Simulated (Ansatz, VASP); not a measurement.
## One calculation of CoO, two programs

```xyz
2
Lattice="0.0000 2.2502 2.2502 2.2502 0.0000 2.2502 2.2502 2.2502 0.0000" Properties=species:S:1:pos:R:3 pbc="T T T"
Co    0.0000    0.0000    0.0000
O     1.1251    1.1251    1.1251
```

Alike in both runs: functional PBE; k mesh 22 × 22 × 22; occupations gaussian, width 0.1 eV; collinear spin.

Ansatz relaxed the structure, and its values are those at the end. VASP's run is a single point on that final structure, the one shown.

```csv
,VASP,Ansatz
version,VASP 6.6.1,Ansatz 0.2.0
potentials or method,"VASP PAW PBE potentials, release 64 (Co, O), cutoff 520 eV","scalar-relativistic, plane waves, PAW"
valence electrons in the cell,15,23
```

```csv
,VASP,Ansatz,Ansatz less VASP
gap on the k mesh at the Fermi level (eV),none,none,-
pressure (GPa),-0.4,0.0,+0.35
net moment per atom (μB),1.37,1.38,+0.009
size of the moment on the site where the two differ most (μB),2.37,2.23,-0.142
```

Site moments also hang on the region over which each program counts them. A gap of «none» marks a metal or a gap that the smearing closes. With one functional, cell and mesh, what is left measures potentials, basis and numerics. VASP's potentials hold 15 valence electrons a cell and Ansatz's 23, so a difference there can come from the potentials and not from the codes.
